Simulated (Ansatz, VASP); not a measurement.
One calculation of V, two programs

Contents of INCAR:

```
SYSTEM = V
PREC     = Accurate       ! precision mode
ENCUT    = 600            ! plane-wave cutoff, eV
EDIFF    = 1E-6           ! SCF threshold, eV
ISMEAR   = 0              ! smearing method
SIGMA    = 0.1            ! smearing width, eV
LREAL    = .False.        ! projectors in reciprocal space
LASPH    = .True.         ! aspherical terms in the spheres
NELM     = 80             ! most SCF steps
ALGO     = Fast           ! electronic algorithm
ISIF     = 3              ! what is computed and relaxed
LWAVE    = .False.        ! write WAVECAR
LCHARG   = .False.        ! write CHGCAR
GGA      = PS             ! functional
IBRION   = 2              ! ionic algorithm
NSW      = 80             ! ionic steps
EDIFFG   = -0.05          ! ionic threshold
```

The input KPOINTS:

```
Automatic mesh
0
Gamma
  10 10 10
  0 0 0
```

File POSCAR:

```
V
1.0
   -1.5248108997      1.5248108997      1.5248108997
    1.5248108997     -1.5248108997      1.5248108997
    1.5248108997      1.5248108997     -1.5248108997
V
1
Direct
    0.0000000000      0.0000000000      0.0000000000
```

Input for Ansatz:

```yaml
crystal:
  lattice:
    - [-1.5248108996, 1.5248108996, 1.5248108996]
    - [1.5248108996, -1.5248108996, 1.5248108996]
    - [1.5248108996, 1.5248108996, -1.5248108996]
  atoms:
    - { symbol: V, position: [0.0, 0.0, 0.0] }
basis:
  ecutwfc: 420
kpoints:
  mp_grid: { grid: [10, 10, 10] }
hamiltonian:
  xc: pbesol
scf:
  occupations: { method: gaussian, width: 0.1 }
output:
  forces: true
  stress: true
  eigenvalues: true
relax:
  adjacent_minimum: "off"
  f_tol: 0.05
  max_steps: 60
  cell: { stress_tol: 0.5 }
```

Alike in both runs: task relaxation of cell and atoms; functional PBEsol; k mesh 10 × 10 × 10; occupations gaussian, width 0.1 eV; no spin polarisation.

|  | VASP | Ansatz |
| --- | --- | --- |
| version | VASP 6.6.1 | Ansatz 0.2.0 |
| potentials or method | VASP PAW PBE potentials, release 64 (V_sv), cutoff 600 eV | scalar-relativistic, plane waves, PAW |
| valence electrons in the cell | 13 | 13 |

```tsv
	VASP	Ansatz	Ansatz less VASP
gap on the k mesh at the Fermi level, each at its own relaxed structure (eV)	none	none	-
relaxed volume (Å³/atom)	13.07	13.03	-0.032
relaxed cell length with the largest relative difference (Å)	2.570	2.568	-0.0021
```

VASP's potentials were made for PBE, not for PBEsol. A gap of «none» marks a metal or a gap that the smearing closes.
